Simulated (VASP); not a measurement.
# Ir (P6_3/mmc) in VASP: notebook

The runs below take Ir through single point, with r2SCAN.

Everything below comes from runs of VASP 6.6.1. Logs are shortened: lines on timing, memory, paths and dates and some standing lists are left out, and cuts for length are marked.

## (1) The cell of the first run

Symmetry: P6_3/mmc, No. 194, hexagonal system. Conventional cell: a = 2.751 Å, b = 2.751 Å, c = 4.462 Å, α = 90.00°, β = 90.00°, γ = 120.00°. Ir (site symmetry -6m2) has 12 Ir at 2.74 to 2.75 Å within 3.6 Å.

This isn't the form of Ir at room conditions, which is fcc.

## (2) Single point, r2SCAN

File POSCAR:

```
Ir
1.0
    2.7513778946      0.0000000000      0.0000000000
   -1.3756889473      2.3827631521      0.0000000000
    0.0000000000      0.0000000000      4.4622900000
Ir
2
Direct
    0.6666666700      0.3333333300      0.7500000000
    0.3333333300      0.6666666700      0.2500000000
```

File INCAR.step1:

```
ALGO     = Normal         # electronic algorithm
EDIFF    = 1E-5           # SCF threshold, eV
ENCUT    = 620            # plane-wave cutoff, eV
GGA      = PE             # functional
GGA_COMPAT= F            
ISMEAR   = 0              # smearing method
LASPH    = T              # aspherical terms in the spheres
LCHARG   = F              # write CHGCAR
LREAL    = F              # projectors in reciprocal space
LWAVE    = T              # write WAVECAR
NBANDS   = 24             # bands
NELM     = 120            # most SCF steps
PREC     = Accurate       # precision mode
SIGMA    = 0.1            # smearing width, eV
```

File INCAR.step2:

```
ALGO     = Normal         # electronic algorithm
EDIFF    = 1E-6           # SCF threshold, eV
ENCUT    = 620            # plane-wave cutoff, eV
GGA_COMPAT= F            
ISIF     = 2              # what is computed and relaxed
ISMEAR   = 0              # smearing method
ISTART   = 1            
LASPH    = T              # aspherical terms in the spheres
LCHARG   = F              # write CHGCAR
LMIXTAU  = T            
LREAL    = F              # projectors in reciprocal space
LWAVE    = F              # write WAVECAR
METAGGA  = R2SCAN         # meta-GGA
NBANDS   = 24             # bands
NELM     = 120            # most SCF steps
PREC     = Accurate       # precision mode
SIGMA    = 0.1            # smearing width, eV
```

File KPOINTS:

```
k-points
0
Gamma
  9 9 4
```

Potentials or basis: VASP PAW PBE potentials, release 64 (Ir_sv_GW).

Run with:

```sh
$ cat potpaw_PBE.64/Ir_sv_GW/POTCAR > POTCAR
$ cp INCAR.step1 INCAR
$ mpirun -np 1 vasp_std > vasp.out
$ cp INCAR.step2 INCAR
$ mpirun -np 1 vasp_std > vasp.out
```

OUTCAR:

```text
EDIFF = 1E-6
   ENCUT = 620
   ISIF = 2
   ISMEAR = 0
   ISTART = 1
   LASPH = T
   LREAL = F
   METAGGA = R2SCAN
   NELM = 120
   PREC = Accurate

 ion  position               nearest neighbor table
   1  0.667  0.333  0.750-   2 2.74   2 2.74   2 2.74   2 2.74   2 2.74   2 2.74
   2  0.333  0.667  0.250-   1 2.74   1 2.74   1 2.74   1 2.74   1 2.74   1 2.74

  LATTYP: Found a hexagonal cell.
 ALAT       =     2.7513778946
 C/A-ratio  =     1.6218382828

  Lattice vectors:

 A1 = (   2.7513778946,   0.0000000000,   0.0000000000)
 A2 = (  -1.3756889473,   2.3827631521,   0.0000000000)
 A3 = (   0.0000000000,   0.0000000000,   4.4622900000)

Analysis of symmetry for initial positions (statically):
=====================================================================
 Subroutine PRICEL returns:
 Original cell was already a primitive cell.

 Routine SETGRP: Setting up the symmetry group for a
 hexagonal supercell.

 Subroutine GETGRP returns: Found 24 space group operations
 (whereof 12 operations were pure point group operations)
 out of a pool of 24 trial point group operations.

The static configuration has the point symmetry D_3d.
 The point group associated with its full space group is D_6h.

Analysis of symmetry for dynamics (positions and initial velocities):
=====================================================================
 Subroutine PRICEL returns:
 Original cell was already a primitive cell.

 Routine SETGRP: Setting up the symmetry group for a
 hexagonal supercell.

 Subroutine GETGRP returns: Found 24 space group operations
 (whereof 12 operations were pure point group operations)
 out of a pool of 24 trial point group operations.

The dynamic configuration has the point symmetry D_3d.
 The point group associated with its full space group is D_6h.

 Subroutine INISYM returns: Found 24 space group operations
 (whereof 12 operations are pure point group operations),
 and found     1 'primitive' translations

----------------------------------------------------------------------------------------

                                     Primitive cell

  volume of cell :      29.2542

  direct lattice vectors                    reciprocal lattice vectors
     2.751377895  0.000000000  0.000000000     0.363454254  0.209840411  0.000000000
    -1.375688947  2.382763152  0.000000000     0.000000000  0.419680823  0.000000000
     0.000000000  0.000000000  4.462290000     0.000000000  0.000000000  0.224100182
[... 81 lines left out ...]
   LASPH  =      T    aspherical Exc in radial PAW
   ENCUT  =  620.0 eV  45.57 Ry    6.75 a.u.   5.59  5.59  9.06*2*pi/ulx,y,z
   NELM   =    120;   NELMIN=  2; NELMDL=  0     # of ELM steps
   EDIFF  = 0.1E-05   stopping-criterion for ELM
   LREAL  =      F    real-space projection
   EDIFFG = 0.1E-04   stopping-criterion for IOM
   NSW    =      0    number of steps for IOM
   IBRION =     -1    ionic relax: 0-MD 1-quasi-New 2-CG
   NFREE  =      0    steps in history (QN), initial steepest desc. (CG)
   ISIF   =      2    stress and relaxation
   ISYM   =      2    0-nonsym 1-usesym 2-fastsym
   POTIM  = 0.5000    time-step for ionic-motion
   TEBEG  =    0.0;   TEEND  =   0.0 temperature during run
   PSTRESS=    0.0 pullay stress
   NELECT =      34.0000    total number of electrons
   NUPDOWN=      -1.0000    fix difference up-down
   EMIN   =  10.00;   EMAX   =-10.00  energy-range for DOS
   EFERMI =   0.00;   METHOD = LEGACY
   ISMEAR =     0;   SIGMA  =   0.10  broadening in eV -4-tet -1-fermi 0-gaus
   EFERMI_NEDOS =   21; number of points for ismear=-14 and -15
   IALGO  =     38    algorithm
   IMIX   =      4    mixing-type and parameters
     AMIX     =   0.40;   BMIX     =  1.00
     AMIX_MAG =   1.60;   BMIX_MAG =  1.00
  volume/ion in A,a.u.               =      14.63        98.71
  Fermi-wavevector in a.u.,A,eV,Ry     =   1.721227  3.252648 40.308928  2.962623
  Thomas-Fermi vector in A             =   2.797519
   LORBIT       =      0    0 simple, 1 ext, 2 COOP (PROOUT), +10 PAW based schemes
   METAGGA = R2SCAN    functional components
   LHFCALC =     F    Hartree Fock is set to
   AEXX    =    0.0000 exact exchange contribution
   IVDW    =     0    specifies the selected vdW correction
   LEPSILON=     F    determine dielectric tensor
   LRPA    =     F    only Hartree local field effects (RPA)
 non-spin polarized calculation
 Gauss-broadening in eV      SIGMA  =   0.10
  energy-cutoff  :      620.00
  volume of cell :       29.25
 maximum number of plane-waves:      1041
 NGX is ok and might be reduce to    24

 number of electron      34.0000000 magnetization

 Free energy of the ion-electron system (eV)
  ---------------------------------------------------
  ext. energy  EPLUGINS =         0.00000000
  ---------------------------------------------------
  free energy    TOTEN  =      -105.66951892 eV

  energy without entropy =     -105.66334822  energy(sigma->0) =     -105.66643357

 E-fermi :  12.0550     XC(G=0): -15.6582

 val. band max:       11.9505104648   @ k =   0.3333   0.1111   0.2500
 cond. band min:      12.1085227331   @ k =   0.3333  -0.0000   0.5000
 fundamental gap:      0.1580122683
 Fermi energy:        12.0549556332

 k-point     1 :       0.0000    0.0000    0.0000
  band No.  band energies     occupation
      1     -82.9163      2.00000
      2     -82.8500      2.00000
      3     -39.5177      2.00000
      4     -38.8545      2.00000
      5     -38.8545      2.00000
      6     -38.7528      2.00000
[... 637 lines left out ...]
     23      22.9062      0.00000
     24      24.1202      0.00000

 [... further k-points ...]

------------------------ aborting loop because EDIFF is reached ----------------------------------------

  FORCE on cell =-STRESS in cart. coord.  units (eV):
  Direction    XX          YY          ZZ          XY          YZ          ZX
  --------------------------------------------------------------------------------------
  -------------------------------------------------------------------------------------
  Total       -1.8605239     -1.8605239     -1.9174129     -0.0000000     -0.0000000      0.0000000
  in kB     -101.8959525   -101.8959525   -105.0116114     -0.0000000     -0.0000000      0.0000000
  external PRESSURE =    -102.9345055 kB  Pullay stress =       0.0000000 kB

 VOLUME and BASIS-vectors are now :
 -----------------------------------------------------------------------------
  energy-cutoff  :      620.00
  volume of cell :       29.25
      direct lattice vectors                 reciprocal lattice vectors
     2.751377895  0.000000000  0.000000000     0.363454254  0.209840411  0.000000000
    -1.375688947  2.382763152  0.000000000     0.000000000  0.419680823  0.000000000
     0.000000000  0.000000000  4.462290000     0.000000000  0.000000000  0.224100182

 POSITION                                       TOTAL-FORCE (eV/Angst)
 -----------------------------------------------------------------------------------
      1.37569      0.79425      3.34672         0.000000     -0.000000      0.000000
     -0.00000      1.58851      1.11557        -0.000000      0.000000      0.000000
 -----------------------------------------------------------------------------------
    total drift:                               -0.000023      0.000013     -0.000001

  FREE ENERGIE OF THE ION-ELECTRON SYSTEM (eV)
  ---------------------------------------------------
  free  energy   TOTEN  =      -105.6695189214 eV

  energy  without entropy=     -105.6633482193  energy(sigma->0) =     -105.66643357
```

Wall time 60 s (1 thread of Intel Xeon 6975P-C (Granite Rapids), shared host); peak memory 0.17 GiB.

Results:

- Free energy: -105.6695 eV
- Pressure: -10.3 GPa
- Band gap on the k mesh: zero (bands 17 and 18 overlap by 3.01 eV)

Caveat: the cell stands under tension; the PAW data sets were made with another functional, which shifts forces and pressure a little; spin-orbit coupling is left out, which moves the levels of the heavy elements.

## (3) Single point, r2SCAN

This run uses another cell than the first one: it holds 4 atoms, not 2.

File POSCAR:

```
Ir
1.0
    2.7208269843      0.0000000000      0.0000000000
   -1.3604134922      2.3563052877      0.0000000000
    0.0000000000      0.0000000000      8.8769908508
Ir
4
Direct
    0.0000000000      0.0000000000      0.0000000000
    0.0000000000      0.0000000000      0.5000000000
    0.3333333333      0.6666666667      0.7500000000
    0.6666666667      0.3333333333      0.2500000000
```

File INCAR.step1:

```
PREC = Accurate
ENCUT = 550
ISMEAR = 0
SIGMA = 0.1
LREAL = False
LASPH = True
NELM = 120
NBANDS = 42
GGA = PE
ALGO = Normal
EDIFF = 1E-5
LWAVE = True
LCHARG = False
GGA_COMPAT = False
```

File INCAR.step2:

```
PREC = Accurate
ENCUT = 550
EDIFF = 1E-6
ISMEAR = 0
SIGMA = 0.1
LREAL = False
LASPH = True
NELM = 120
ALGO = Normal
ISIF = 2
LWAVE = False
LCHARG = False
METAGGA = R2SCAN
LMIXTAU = True
NBANDS = 42
ISTART = 1
GGA_COMPAT = False
```

File KPOINTS:

```
regular mesh
0
Gamma
  21 21 6
```

Potentials or basis: VASP PAW PBE potentials, release 64 (Ir_sv_GW).

Run with:

```sh
$ cat potpaw_PBE.64/Ir_sv_GW/POTCAR > POTCAR
$ cp INCAR.step1 INCAR
$ mpirun -np 1 vasp_std > vasp.out
$ cp INCAR.step2 INCAR
$ mpirun -np 1 vasp_std > vasp.out
```

Run time: 18 min. Hardware: 1 thread of AMD EPYC 9R45 (Zen 5), shared host; peak memory 0.43 GiB.

The run converged. Its results:

- Free energy: -211.4633 eV
- Pressure: -2.2 GPa
- Band gap on the k mesh: zero (bands 34 and 35 overlap by 2.65 eV)

Levels at points of the mesh, in eV from the Fermi level:
```tsv
k point	band 30	band 31	band 32	band 33	band 34	band 35	band 36	band 37	band 38	band 39
(0.00, 0.00, 0.00)	-3.41	-3.41	-1.91	-1.91	-1.11	-1.11	-0.71	-0.38	-0.38	0.71
(0.00, 0.00, 0.50)	-3.71	-2.72	-2.72	-1.48	-1.48	-1.48	-1.48	0.20	0.20	0.20
```

Caveat: the PAW data sets were made with another functional, which shifts forces and pressure a little; spin-orbit coupling is left out, which moves the levels of the heavy elements.

## (4) Single point, r2SCAN

This run uses another cell than the first one: it holds 4 atoms, not 2.

File POSCAR:

```
Ir
1.0
    3.4412818680      0.0000000000      0.0000000000
   -1.7206409340      2.9802375193      0.0000000000
    0.0000000000      0.0000000000      5.6781150822
Ir
4
Direct
    0.3333333333      0.6666666667      0.4375000000
    0.6666666667      0.3333333333      0.9375000000
    0.6666666667      0.3333333333      0.5625000000
    0.3333333333      0.6666666667      0.0625000000
```

File INCAR.step1:

```
PREC = Accurate
ENCUT = 620
ISMEAR = 0
SIGMA = 0.1
LREAL = F
LASPH = T
NELM = 120
NBANDS = 42
GGA = PE
ALGO = Normal
EDIFF = 1E-5
LWAVE = T
LCHARG = F
GGA_COMPAT = F
```

File INCAR.step2:

```
PREC = Accurate
ENCUT = 620
EDIFF = 1E-6
ISMEAR = 0
SIGMA = 0.1
LREAL = F
LASPH = T
NELM = 120
ALGO = Normal
ISIF = 2
LWAVE = F
LCHARG = T
METAGGA = R2SCAN
LMIXTAU = T
LELF = T
LVHAR = T
NBANDS = 42
ISTART = 1
GGA_COMPAT = F
```

File KPOINTS:

```
regular mesh
0
Gamma
  6 6 4
```

Run with:

```sh
$ cat potpaw_PBE.64/Ir_sv_GW/POTCAR > POTCAR
$ cp INCAR.step1 INCAR
$ mpirun -np 1 vasp_std > vasp.out
$ cp INCAR.step2 INCAR
$ mpirun -np 1 vasp_std > vasp.out
```

Wall time 1.8 min (1 thread of Intel Xeon 6975P-C (Granite Rapids), shared host); peak memory 0.21 GiB.

The run converged. Its results:

```yaml
Free_energy: -196.6231 eV
Pressure: 183.3 GPa
Largest_force: 0.846 eV/Å
Band_gap_on_the_k_mesh: zero (bands 34 and 35 overlap by 0.84 eV)
```

Forces on the atoms (eV/Å):
```
Ir   0.000  0.000 -0.846
Ir   0.000  0.000 -0.846
Ir   0.000  0.000  0.846
Ir   0.000  0.000  0.846
```

Stress tensor (GPa, compression positive):
```
186.63   0.00   0.00
  0.00 186.63   0.00
  0.00   0.00 176.57
```

Levels at points of the mesh, in eV from the Fermi level:
```
           k point  band 32  band 33  band 34  band 35  band 36  band 37
(0.00, 0.00, 0.00)    -2.64    -1.80    -1.80     1.01     1.01     2.20
(0.50, 0.00, 0.00)    -2.01    -1.41    -0.13     1.10     1.17     2.08
(0.00, 0.00, 0.50)    -2.11    -2.11    -2.11     1.52     1.52     1.52
(0.50, 0.00, 0.50)    -2.44     0.01     0.01     0.73     0.73     0.85
```

Caveat: the stress differs along the axes, from 177 to 187 GPa; the PAW data sets were made with another functional, which shifts forces and pressure a little; spin-orbit coupling is left out, which moves the levels of the heavy elements.

## (5) Overview

```tsv
cell	k mesh	cutoff (eV)	gap on the mesh (eV)	pressure (GPa)
a = 2.751, b = 2.751, c = 4.462 Å, angles 90.0, 90.0, 120.0°, 2 atoms, atomic positions A	9 × 9 × 4	620	none	-10.3
a = 2.721, b = 2.721, c = 8.877 Å, angles 90.0, 90.0, 120.0°, 4 atoms, atomic positions B	21 × 21 × 6	550	none	-2.2
a = 3.441, b = 3.441, c = 5.678 Å, angles 90.0, 90.0, 120.0°, 4 atoms, atomic positions C	6 × 6 × 4	620	none	183.3
```

Alike in all rows: task single point; level r2SCAN; potentials or basis VASP PAW PBE potentials, release 64 (Ir_sv_GW); no spin polarisation; smearing gaussian 0.1 eV.

Caveats: the PAW data sets were made with another functional, which shifts forces and pressure a little; spin-orbit coupling is left out, which moves the levels of the heavy elements; the cell stands under tension (at least some runs); the stress differs along the axes, from 177 to 187 GPa (at least some runs).

Absolute energies hang on the potentials; compare differences alone.

The gap in the log of VASP goes by the Fermi energy; the results here count the filled bands.